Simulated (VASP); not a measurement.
# NaCl in VASP: notebook

Runs on NaCl. Level: PBEsol. Tasks: single point.

Program: VASP 6.6.1. These are calculated values, not measurements. Logs are shortened: lines on timing, memory, paths and dates and some standing lists are left out, and cuts for length are marked.

**1. The cell of the first run**

It takes space group Pm-3m (No. 221, cubic). The conventional cell has a = 2.821 Å, b = 2.821 Å, c = 2.821 Å, α = 90.00°, β = 90.00°, γ = 90.00°. Within 3.2 Å of Na (site symmetry m-3m) lie 8 Cl at 2.44 Å and 6 Na at 2.82 Å. Within 3.2 Å of Cl (site symmetry m-3m) lie 8 Na at 2.44 Å and 6 Cl at 2.82 Å.

**2. Single point, PBEsol (volume scaled by 0.96)**

INCAR

```
SYSTEM = NaCl
ALGO     = Normal         ! electronic algorithm
EDIFF    = 1E-7           ! SCF threshold, eV
ENCUT    = 520            ! plane-wave cutoff, eV
GGA      = PS             ! functional
ISIF     = 2              ! what is computed and relaxed
ISMEAR   = -1             ! smearing method
LASPH    = .True.         ! aspherical terms in the spheres
LCHARG   = .False.        ! write CHGCAR
LREAL    = .False.        ! projectors in reciprocal space
LWAVE    = .False.        ! write WAVECAR
NBANDS   = 14             ! bands
NELM     = 60             ! most SCF steps
PREC     = Accurate       ! precision mode
SIGMA    = 0.03           ! smearing width, eV
```

KPOINTS

```
k-points
0
Gamma
  9 9 9
  0 0 0
```

POSCAR

```
NaCl
1.0
    2.8213466130      0.0000000000      0.0000000000
    0.0000000000      2.8213466130      0.0000000000
    0.0000000000      0.0000000000      2.8213466130
Na Cl
1 1
Direct
    0.0000000000      0.0000000000      0.0000000000
    0.5000000000      0.5000000000      0.5000000000
```

Potentials or basis: VASP PAW PBE potentials, release 64 (Na_pv, Cl).

The run is started by

```sh
$ cat potpaw_PBE.64/Na_pv/POTCAR potpaw_PBE.64/Cl/POTCAR > POTCAR
$ mpirun -np 1 vasp_std > vasp.out
```

OUTCAR:

```text
SYSTEM = NaCl
   EDIFF = 1E-7
   ENCUT = 520
   GGA = PS
   ISIF = 2
   ISMEAR = -1
   LASPH = .True.
   LREAL = .False.
   NELM = 60
   PREC = Accurate

 ion  position               nearest neighbor table
   1  0.000  0.000  0.000-   2 2.44   2 2.44   2 2.44   2 2.44   2 2.44   2 2.44   2 2.44   2 2.44

   2  0.500  0.500  0.500-   1 2.44   1 2.44   1 2.44   1 2.44   1 2.44   1 2.44   1 2.44   1 2.44

  LATTYP: Found a simple cubic cell.
 ALAT       =     2.8213466130

  Lattice vectors:

 A1 = (   2.8213466130,   0.0000000000,   0.0000000000)
 A2 = (   0.0000000000,   2.8213466130,   0.0000000000)
 A3 = (   0.0000000000,   0.0000000000,   2.8213466130)

Analysis of symmetry for initial positions (statically):
=====================================================================
 Subroutine PRICEL returns:
 Original cell was already a primitive cell.

 Routine SETGRP: Setting up the symmetry group for a
 simple cubic supercell.

 Subroutine GETGRP returns: Found 48 space group operations
 (whereof 48 operations were pure point group operations)
 out of a pool of 48 trial point group operations.

The static configuration has the point symmetry O_h .

Analysis of symmetry for dynamics (positions and initial velocities):
=====================================================================
 Subroutine PRICEL returns:
 Original cell was already a primitive cell.

 Routine SETGRP: Setting up the symmetry group for a
 simple cubic supercell.

 Subroutine GETGRP returns: Found 48 space group operations
 (whereof 48 operations were pure point group operations)
 out of a pool of 48 trial point group operations.

The dynamic configuration has the point symmetry O_h .

 Subroutine INISYM returns: Found 48 space group operations
 (whereof 48 operations are pure point group operations),
 and found     1 'primitive' translations

----------------------------------------------------------------------------------------

                                     Primitive cell

  volume of cell :      22.4579

  direct lattice vectors                    reciprocal lattice vectors
     2.821346613  0.000000000  0.000000000     0.354440676  0.000000000  0.000000000
     0.000000000  2.821346613  0.000000000     0.000000000  0.354440676  0.000000000
     0.000000000  0.000000000  2.821346613     0.000000000  0.000000000  0.354440676

  length of vectors
     2.821346613  2.821346613  2.821346613     0.354440676  0.354440676  0.354440676

[... 85 lines left out ...]
   NFREE  =      0    steps in history (QN), initial steepest desc. (CG)
   ISIF   =      2    stress and relaxation
   ISYM   =      2    0-nonsym 1-usesym 2-fastsym
   POTIM  = 0.5000    time-step for ionic-motion
   TEBEG  =    0.0;   TEEND  =   0.0 temperature during run
   PSTRESS=    0.0 pullay stress
   NELECT =      14.0000    total number of electrons
   NUPDOWN=      -1.0000    fix difference up-down
   EMIN   =  10.00;   EMAX   =-10.00  energy-range for DOS
   EFERMI =   0.00;   METHOD = LEGACY
   ISMEAR =    -1;   SIGMA  =   0.03  broadening in eV -4-tet -1-fermi 0-gaus
   EFERMI_NEDOS =   21; number of points for ismear=-14 and -15
   IALGO  =     38    algorithm
   IMIX   =      4    mixing-type and parameters
     AMIX     =   0.40;   BMIX     =  1.00
     AMIX_MAG =   1.60;   BMIX_MAG =  1.00
  volume/ion in A,a.u.               =      11.23        75.78
  Fermi-wavevector in a.u.,A,eV,Ry     =   1.398495  2.642773 26.610133  1.955790
  Thomas-Fermi vector in A             =   2.521648
   LORBIT       =      0    0 simple, 1 ext, 2 COOP (PROOUT), +10 PAW based schemes
   GGA     = PS    functional components
   LHFCALC =     F    Hartree Fock is set to
   AEXX    =    0.0000 exact exchange contribution
   IVDW    =     0    specifies the selected vdW correction
   LEPSILON=     F    determine dielectric tensor
   LRPA    =     F    only Hartree local field effects (RPA)
 non-spin polarized calculation
  energy-cutoff  :      520.00
  volume of cell :       22.46
 maximum number of plane-waves:       619
 NGX is ok and might be reduce to    24
   NGX = 11   NGY = 11   NGZ = 11

 number of electron      13.9999995 magnetization

 Free energy of the ion-electron system (eV)
  ---------------------------------------------------
  ext. energy  EPLUGINS =         0.00000000
  ---------------------------------------------------
  free energy    TOTEN  =        -4.39842050 eV

  energy without entropy =       -4.39842050  energy(sigma->0) =       -4.39842050

 E-fermi :   8.0699     XC(G=0): -11.7812

 val. band max:        7.3249227559   @ k =   0.4444   0.4444   0.0000
 cond. band min:      11.7228446915   @ k =   0.4444   0.4444   0.0000
 fundamental gap:      4.3979219356
 Fermi energy:         8.0699436059

 k-point     1 :       0.0000    0.0000    0.0000
  band No.  band energies     occupation
      1     -15.3659      2.00000
      2     -15.3659      2.00000
      3     -15.3659      2.00000
      4     -10.0037      2.00000
      5       6.0290      2.00000
      6       6.0290      2.00000
      7       6.0290      2.00000
      8      13.6362      0.00000
      9      13.6362      0.00000
     10      14.9457      0.00000
     11      25.3273      0.00000
     12      25.3273      0.00000
     13      25.3273      0.00000
     14      30.2273      0.00000
[... 377 lines left out ...]
      1     -15.7007      2.00000
      2     -15.5794      2.00000
      3     -15.3348      2.00000
      4      -7.5370      2.00000
      5       1.4033      2.00000
      6       2.6796      2.00000
      7       6.3214      2.00000
      8      13.0411      0.00000
      9      18.1115      0.00000
     10      18.5363      0.00000
     11      19.5988      0.00000
     12      23.8405      0.00000
     13      24.8180      0.00000
     14      28.7420      0.00000

 [... further k-points ...]
[... 5 lines left out ...]
  --------------------------------------------------------------------------------------
  -------------------------------------------------------------------------------------
  Total        9.9271607      9.9271607      9.9271607     -0.0000000      0.0000000     -0.0000000
  in kB      708.2169279    708.2169279    708.2169279     -0.0000000      0.0000000     -0.0000000
  external PRESSURE =     708.2169279 kB  Pullay stress =       0.0000000 kB

 VOLUME and BASIS-vectors are now :
 -----------------------------------------------------------------------------
  energy-cutoff  :      520.00
  volume of cell :       22.46
      direct lattice vectors                 reciprocal lattice vectors
     2.821346613  0.000000000  0.000000000     0.354440676  0.000000000  0.000000000
     0.000000000  2.821346613  0.000000000     0.000000000  0.354440676  0.000000000
     0.000000000  0.000000000  2.821346613     0.000000000  0.000000000  0.354440676

 POSITION                                       TOTAL-FORCE (eV/Angst)
 -----------------------------------------------------------------------------------
      0.00000      0.00000      0.00000         0.000000      0.000000      0.000000
      1.41067      1.41067      1.41067         0.000000      0.000000      0.000000
 -----------------------------------------------------------------------------------
    total drift:                                0.000000     -0.000000     -0.000000

  FREE ENERGIE OF THE ION-ELECTRON SYSTEM (eV)
  ---------------------------------------------------
  free  energy   TOTEN  =        -4.3984205035 eV

  energy  without entropy=       -4.3984205035  energy(sigma->0) =       -4.39842050
```

OSZICAR:

```text
N       E                     dE             d eps       ncg     rms          rms(c)
DAV:   1     0.106947757751E+03    0.10695E+03   -0.71655E+03   980   0.125E+03
DAV:   2     0.111379608161E+01   -0.10583E+03   -0.97755E+02  1118   0.321E+02
DAV:   3    -0.464102764571E+01   -0.57548E+01   -0.57188E+01  1256   0.677E+01
DAV:   4    -0.470347306578E+01   -0.62445E-01   -0.62433E-01  1154   0.703E+00
DAV:   5    -0.470428584895E+01   -0.81278E-03   -0.81274E-03  1280   0.853E-01    0.654E+00
DAV:   6    -0.445322382326E+01    0.25106E+00   -0.21030E-01  1376   0.710E+00    0.422E+00
DAV:   7    -0.440072655822E+01    0.52497E-01   -0.12000E-01  1490   0.428E+00    0.174E+00
DAV:   8    -0.439853471280E+01    0.21918E-02   -0.97457E-03  1136   0.120E+00    0.228E-01
DAV:   9    -0.439841796242E+01    0.11675E-03   -0.29130E-04  1284   0.329E-01    0.444E-02
DAV:  10    -0.439841998566E+01   -0.20232E-05   -0.25257E-05  1354   0.105E-01    0.807E-03
DAV:  11    -0.439842040638E+01   -0.42071E-06   -0.44415E-06  1178   0.257E-02    0.623E-03
DAV:  12    -0.439842050351E+01   -0.97138E-07   -0.23144E-07  1184   0.466E-03
   1 F= -.43984205E+01 E0= -.43984205E+01  d E =-.419419E-12
```

It took 3.6 s on 1 thread of Intel Xeon 6975P-C (Granite Rapids), shared host; peak memory 0.13 GiB.

What came out:

| Item | Value |
| --- | --- |
| Free energy | -4.3984 eV |
| Pressure | 70.8 GPa |
| Band gap on the k mesh | 4.40 eV, direct |

Caveat: the PAW data sets were made with another functional, which shifts forces and pressure a little. A k mesh can miss the band edges.

**3. Single point, PBEsol (volume scaled by 0.99)**

INCAR

```
SYSTEM = NaCl
ALGO = Normal ; EDIFF = 1E-6
ENCUT = 520 ; GGA = PS
ISIF = 2 ; ISMEAR = -1
LASPH = .True. ; LCHARG = .True.
LELF = .True. ; LREAL = .False.
LVHAR = .True. ; LWAVE = .False.
NBANDS = 14 ; NELM = 80
PREC = Accurate ; SIGMA = 0.03
```

KPOINTS is that of step 2.

POSCAR

```
NaCl
1.0
    2.8504347112      0.0000000000      0.0000000000
    0.0000000000      2.8504347112      0.0000000000
    0.0000000000      0.0000000000      2.8504347112
Na Cl
1 1
Direct
    0.0000000000      0.0000000000      0.0000000000
    0.5000000000      0.5000000000      0.5000000000
```

Potentials or basis: VASP PAW PBE potentials, release 64 (Na_pv, Cl).

The run is started by

```sh
$ cat potpaw_PBE.64/Na_pv/POTCAR potpaw_PBE.64/Cl/POTCAR > POTCAR
$ mpirun -np 1 vasp_std > vasp.out
```

OUTCAR:

```text
SYSTEM = NaCl
   EDIFF = 1E-6
   ENCUT = 520
   GGA = PS
   ISIF = 2
   ISMEAR = -1
   LASPH = .True.
   LREAL = .False.
   NELM = 80
   PREC = Accurate

 ion  position               nearest neighbor table
   1  0.000  0.000  0.000-   2 2.47   2 2.47   2 2.47   2 2.47   2 2.47   2 2.47   2 2.47   2 2.47

   2  0.500  0.500  0.500-   1 2.47   1 2.47   1 2.47   1 2.47   1 2.47   1 2.47   1 2.47   1 2.47

  LATTYP: Found a simple cubic cell.
 ALAT       =     2.8504347112

  Lattice vectors:

 A1 = (   2.8504347112,   0.0000000000,   0.0000000000)
 A2 = (   0.0000000000,   2.8504347112,   0.0000000000)
 A3 = (   0.0000000000,   0.0000000000,   2.8504347112)

Analysis of symmetry for initial positions (statically):
=====================================================================
 Subroutine PRICEL returns:
 Original cell was already a primitive cell.

 Routine SETGRP: Setting up the symmetry group for a
 simple cubic supercell.

 Subroutine GETGRP returns: Found 48 space group operations
 (whereof 48 operations were pure point group operations)
 out of a pool of 48 trial point group operations.

The static configuration has the point symmetry O_h .

[... 167 lines left out ...]
 k-point     1 :       0.0000    0.0000    0.0000
  band No.  band energies     occupation
      1     -15.7084      2.00000
      2     -15.7084      2.00000
      3     -15.7084      2.00000
      4     -10.1870      2.00000
      5       5.6153      2.00000
      6       5.6153      2.00000
      7       5.6153      2.00000
      8      13.3499      0.00000
      9      13.3499      0.00000
     10      14.1965      0.00000
     11      24.7766      0.00000
     12      24.7766      0.00000
     13      24.7766      0.00000
     14      29.3439      0.00000
[... 377 lines left out ...]
      1     -16.0107      2.00000
      2     -15.9021      2.00000
      3     -15.6806      2.00000
      4      -7.8578      2.00000
      5       1.1627      2.00000
      6       2.3939      2.00000
      7       5.9006      2.00000
      8      12.6618      0.00000
      9      17.6267      0.00000
     10      18.0269      0.00000
     11      19.1290      0.00000
     12      23.1629      0.00000
     13      24.1040      0.00000
     14      28.0904      0.00000

 [... further k-points ...]
[... 5 lines left out ...]
  --------------------------------------------------------------------------------------
  -------------------------------------------------------------------------------------
  Total        9.0498012      9.0498012      9.0498012     -0.0000000     -0.0000000      0.0000000
  in kB      626.0605334    626.0605334    626.0605334     -0.0000000     -0.0000000      0.0000000
  external PRESSURE =     626.0605334 kB  Pullay stress =       0.0000000 kB

 VOLUME and BASIS-vectors are now :
 -----------------------------------------------------------------------------
  energy-cutoff  :      520.00
  volume of cell :       23.16
      direct lattice vectors                 reciprocal lattice vectors
     2.850434711  0.000000000  0.000000000     0.350823682  0.000000000  0.000000000
     0.000000000  2.850434711  0.000000000     0.000000000  0.350823682  0.000000000
     0.000000000  0.000000000  2.850434711     0.000000000  0.000000000  0.350823682

 POSITION                                       TOTAL-FORCE (eV/Angst)
 -----------------------------------------------------------------------------------
      0.00000      0.00000      0.00000         0.000000      0.000000      0.000000
      1.42522      1.42522      1.42522         0.000000      0.000000      0.000000
 -----------------------------------------------------------------------------------
    total drift:                                0.000000     -0.000000     -0.000000

  FREE ENERGIE OF THE ION-ELECTRON SYSTEM (eV)
  ---------------------------------------------------
  free  energy   TOTEN  =        -4.6906031555 eV

  energy  without entropy=       -4.6906031555  energy(sigma->0) =       -4.69060316
```

Run time: 3.5 s. Hardware: 1 thread of Intel Xeon 6975P-C (Granite Rapids), shared host; peak memory 0.13 GiB.

What came out:

* Free energy: -4.6906 eV
* Pressure: 62.6 GPa
* Band gap on the k mesh: 4.52 eV, direct

Caveat: the PAW data sets were made with another functional, which shifts forces and pressure a little. A k mesh can miss the band edges.

**4. Single point, PBEsol (volume scaled by 1.02)**

INCAR

```
PREC = Accurate ; ENCUT = 520
EDIFF = 1E-7 ; ISMEAR = -1
SIGMA = 0.03 ; LREAL = F
LASPH = T ; NELM = 80
ALGO = Normal ; ISIF = 2
LWAVE = F ; LCHARG = T
GGA = PS ; LELF = T
LVHAR = T ; NBANDS = 14
```

KPOINTS

```
regular mesh
0
Gamma
  9 9 9
```

POSCAR

```
NaCl
1.0
    2.8789409493      0.0000000000      0.0000000000
    0.0000000000      2.8789409493      0.0000000000
    0.0000000000      0.0000000000      2.8789409493
Na Cl
1 1
Direct
    0.0000000000      0.0000000000      0.0000000000
    0.5000000000      0.5000000000      0.5000000000
```

The run is started by

```sh
$ cat potpaw_PBE.64/Na_pv/POTCAR potpaw_PBE.64/Cl/POTCAR > POTCAR
$ mpirun -np 1 vasp_std > vasp.out
```

Run time: 3.9 s. Hardware: 1 thread of Intel Xeon 6975P-C (Granite Rapids), shared host; peak memory 0.13 GiB.

It converged, with:

```yaml
Free_energy: -4.9489 eV
Pressure: 55.3 GPa
Band_gap_on_the_k_mesh: 4.63 eV, direct
```

Levels at points of the mesh, in eV from the valence-band top:
| k point | band 5 | band 6 | band 7 | band 8 | band 9 | band 10 |
| --- | --- | --- | --- | --- | --- | --- |
| (0.00, 0.00, 0.00) | -1.19 | -1.19 | -1.19 | 6.66 | 6.66 | 7.08 |

Caveat: the PAW data sets were made with another functional, which shifts forces and pressure a little. A k mesh can miss the band edges.

**5. Single point, PBEsol (volume scaled by 1.06)**

INCAR

```
  PREC = Accurate
  ENCUT = 520
  EDIFF = 1E-6
  ISMEAR = -1
  SIGMA = 0.03
  LREAL = F
  LASPH = T
  NELM = 100
  ALGO = Normal
  ISIF = 2
  LWAVE = F
  LCHARG = T
  GGA = PS
  LELF = T
  LVHAR = T
  NBANDS = 14
```

KPOINTS

```
Automatic mesh
0
Gamma
  9 9 9
```

POSCAR

```
NaCl
1.0
    2.9160926721      0.0000000000      0.0000000000
    0.0000000000      2.9160926721      0.0000000000
    0.0000000000      0.0000000000      2.9160926721
Na Cl
1 1
Direct
    0.0000000000      0.0000000000      0.0000000000
    0.5000000000      0.5000000000      0.5000000000
```

The run is started by

```sh
$ cat potpaw_PBE.64/Na_pv/POTCAR potpaw_PBE.64/Cl/POTCAR > POTCAR
$ mpirun -np 1 vasp_std > vasp.out
```

Run time: 4.1 s. Hardware: 1 thread of Intel Xeon 6975P-C (Granite Rapids), shared host; peak memory 0.13 GiB.

The run converged. Its results:

```
Free energy            : -5.2476 eV
Pressure               : 47.0 GPa
Band gap on the k mesh : 4.76 eV, direct
```

Levels at points of the mesh, in eV from the valence-band top:
```tsv
k point	band 3	band 4	band 5	band 6	band 7	band 8	band 9	band 10	band 11	band 12
(0.00, 0.00, 0.00)	-22.33	-16.45	-1.13	-1.13	-1.13	6.76	6.86	6.86	17.73	17.73
```

Caveat: the PAW data sets were made with another functional, which shifts forces and pressure a little. A k mesh can miss the band edges.

**6. Single point, PBEsol (equal xx and yy strain of -2 %)**

INCAR

```
SYSTEM = NaCl
  PREC = Accurate
  ENCUT = 520
  EDIFF = 1E-7
  ISMEAR = -1
  SIGMA = 0.03
  LREAL = .FALSE.
  LASPH = .TRUE.
  NELM = 80
  ALGO = Normal
  ISIF = 2
  LWAVE = .FALSE.
  LCHARG = .FALSE.
  GGA = PS
  NBANDS = 14
```

KPOINTS

```
regular mesh
0
G
  9 9 9
  0 0 0
```

POSCAR

```
NaCl
1.0
    2.8028000000      0.0000000000      0.0000000000
    0.0000000000      2.8028000000      0.0000000000
    0.0000000000      0.0000000000      2.8600000000
Na Cl
1 1
Direct
    0.0000000000      0.0000000000      0.0000000000
    0.5000000000      0.5000000000      0.5000000000
```

Potentials or basis: VASP PAW PBE potentials, release 64 (Na_pv, Cl).

The run is started by

```sh
$ cat potpaw_PBE.64/Na_pv/POTCAR potpaw_PBE.64/Cl/POTCAR > POTCAR
$ mpirun -np 1 vasp_std > vasp.out
```

Wall time 6.6 s (1 thread of Intel Xeon 6975P-C (Granite Rapids), shared host); peak memory 0.14 GiB.

It converged, with:

```
Free energy            : -4.3973 eV
Pressure               : 70.7 GPa
Band gap on the k mesh : 4.30 eV, direct
```

Stress tensor (GPa, compression positive):
```
72.58  0.00  0.00
 0.00 72.58  0.00
 0.00  0.00 67.07
```

Levels at points of the mesh, in eV from the valence-band top:
| k point | band 5 | band 6 | band 7 | band 8 | band 9 | band 10 |
| --- | --- | --- | --- | --- | --- | --- |
| (0.00, 0.00, 0.00) | -1.64 | -1.26 | -1.26 | 6.06 | 6.35 | 7.56 |

Caveat: the cell differs from its parent crystal (equal xx and yy strain of -2 %); the PAW data sets were made with another functional, which shifts forces and pressure a little. A k mesh can miss the band edges.

**7. Summary**

```tsv
cell	gap on the mesh (eV)	pressure (GPa)
a = 2.821 Å, 2 atoms	4.40	70.8
a = 2.850 Å, 2 atoms	4.52	62.6
a = 2.879 Å, 2 atoms	4.63	55.3
a = 2.916 Å, 2 atoms	4.76	47.0
a = 2.803, b = 2.803, c = 2.860 Å, 2 atoms	4.30	70.7
```

Alike in all rows: task single point; level PBEsol; potentials or basis VASP PAW PBE potentials, release 64 (Na_pv, Cl); no spin polarisation; k mesh 9 × 9 × 9; cutoff (eV) 520; smearing fermi-dirac 0.03 eV.

Caveats: the PAW data sets were made with another functional, which shifts forces and pressure a little.

Total energies depend on the potentials used, so only differences within one code and one set of settings carry meaning.
